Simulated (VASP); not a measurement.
Write the native input for VASP 6.6.1 that does the following.

```
Task                   : relaxation of cell and atoms
Functional             : r2SCAN
Potentials or basis    : VASP PAW PBE potentials, release 64 (Sc_sv)
Cutoff                 : 600 eV
k mesh                 : 11 × 11 × 11
Occupations            : methfessel-paxton, width 0.05 eV
Spin                   : no spin polarisation
Dipole correction      : no
Further INCAR settings : ALGO = Normal; EDIFF = 1e-07; IBRION = 2; EDIFFG = -0.03; NSW = 80; ISIF = 3
```

The system is Sc.

```
CELL_PARAMETERS angstrom
0.00000 3.19000 3.19000
3.19000 0.00000 3.19000
3.19000 3.19000 0.00000
ATOMIC_POSITIONS crystal
Sc 0.00000 0.00000 0.00000
Sc 0.25000 0.25000 0.25000
```

This isn't the form of Sc at room conditions, which is hcp.

One way to write it, as run:

POSCAR

```
Sc
1.0
    0.0000000000      3.1900000000      3.1900000000
    3.1900000000      0.0000000000      3.1900000000
    3.1900000000      3.1900000000      0.0000000000
Sc
2
Direct
    0.0000000000      0.0000000000      0.0000000000
    0.2500000000      0.2500000000      0.2500000000
```

INCAR.step1

```
SYSTEM = Sc
PREC     = Accurate       ! precision mode
ENCUT    = 600            ! plane-wave cutoff, eV
ISMEAR   = 1              ! smearing method
SIGMA    = 0.05           ! smearing width, eV
LREAL    = .False.        ! projectors in reciprocal space
LASPH    = .True.         ! aspherical terms in the spheres
NELM     = 60             ! most SCF steps
GGA      = PE             ! functional
ALGO     = Normal         ! electronic algorithm
EDIFF    = 1E-4           ! SCF threshold, eV
LWAVE    = .True.         ! write WAVECAR
LCHARG   = .False.        ! write CHGCAR
```

INCAR.step2

```
SYSTEM = Sc
PREC     = Accurate       ! precision mode
ENCUT    = 600            ! plane-wave cutoff, eV
EDIFF    = 1E-7           ! SCF threshold, eV
ISMEAR   = 1              ! smearing method
SIGMA    = 0.05           ! smearing width, eV
LREAL    = .False.        ! projectors in reciprocal space
LASPH    = .True.         ! aspherical terms in the spheres
NELM     = 60             ! most SCF steps
ALGO     = Normal         ! electronic algorithm
ISIF     = 3              ! what is computed and relaxed
LWAVE    = .False.        ! write WAVECAR
LCHARG   = .False.        ! write CHGCAR
METAGGA  = R2SCAN         ! meta-GGA
LMIXTAU  = .True.       
IBRION   = 2              ! ionic algorithm
NSW      = 80             ! ionic steps
EDIFFG   = -0.03          ! ionic threshold
ISTART   = 1
```

KPOINTS

```
regular mesh
0
Gamma
  11 11 11
  0 0 0
```

Potentials or basis: VASP PAW PBE potentials, release 64 (Sc_sv).

Launch:

```sh
$ cat potpaw_PBE.64/Sc_sv/POTCAR > POTCAR
$ cp INCAR.step1 INCAR
$ mpirun -np 1 vasp_std > vasp.out
$ cp INCAR.step2 INCAR
$ mpirun -np 1 vasp_std > vasp.out
```

It gave:

- Relaxed volume: 32.20 Å³/atom
- Relaxed cell: a = 4.499 Å, b = 4.499 Å, c = 4.499 Å, α = 60.00°, β = 60.00°, γ = 60.00°
- Space group after relaxing (to 0.1 Å): Fd-3m (No. 227)
- Energy gained by relaxing: 0.3 meV/atom
- Ionic steps: 2
- Pressure after relaxing: -0.1 GPa
- Band gap on the k mesh: zero (bands 11 and 12 overlap by 0.60 eV)

Caveat: the PAW data sets were made with another functional, which shifts forces and pressure a little.

Wall time 3.6 min on 1 thread of Intel(R) Xeon(R) 6975P-C (Granite Rapids), with other jobs on the host, peak memory 0.25 GiB.
